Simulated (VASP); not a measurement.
A run of VASP 6.6.1 is set up as follows.

INCAR

```
SYSTEM = As
PREC = Accurate ; ENCUT = 520
EDIFF = 1E-6 ; ISMEAR = 0
SIGMA = 0.1 ; LREAL = .False.
LASPH = .True. ; NELM = 60
ALGO = Normal ; ISIF = 2
LWAVE = .False. ; LCHARG = .False.
GGA = B5 ; ALDAX = 1.0
AGGAX = 1.0 ; AGGAC = 1.0
ALDAC = 0.0 ; NBANDS = 12
```

Contents of KPOINTS:

```
Automatic mesh
0
Gamma
  6 6 6
  0 0 0
```

Contents of POSCAR:

```
As
1.0
    1.8797494575      1.0852738553      3.4857700000
   -1.8797494575      1.0852738553      3.4857700000
    0.0000000000     -2.1705477106      3.4857700000
As
2
Direct
    0.2275400000      0.2275400000      0.2275400000
    0.7724600000      0.7724600000      0.7724600000
```

Potentials or basis: VASP PAW PBE potentials, release 64 (As).

Command:

```sh
$ cat potpaw_PBE.64/As/POTCAR > POTCAR
$ mpirun -np 1 vasp_std > vasp.out
```

Problem. Estimate the pressure.

Solution. 9.4 GPa.

Problem. Estimate the largest force.

Solution. 0.182 eV/Å.

Problem. Estimate the band gap on the k mesh.

Solution. Zero (band 5 reaches 5.98 eV, above the bottom of band 6 at 5.78 eV).

Stress tensor (GPa, compression positive):
```
9.97 0.00 0.00
0.00 9.97 0.00
0.00 0.00 8.36
```

Caveat: the PAW data sets were made with another functional, which shifts forces and pressure a little.
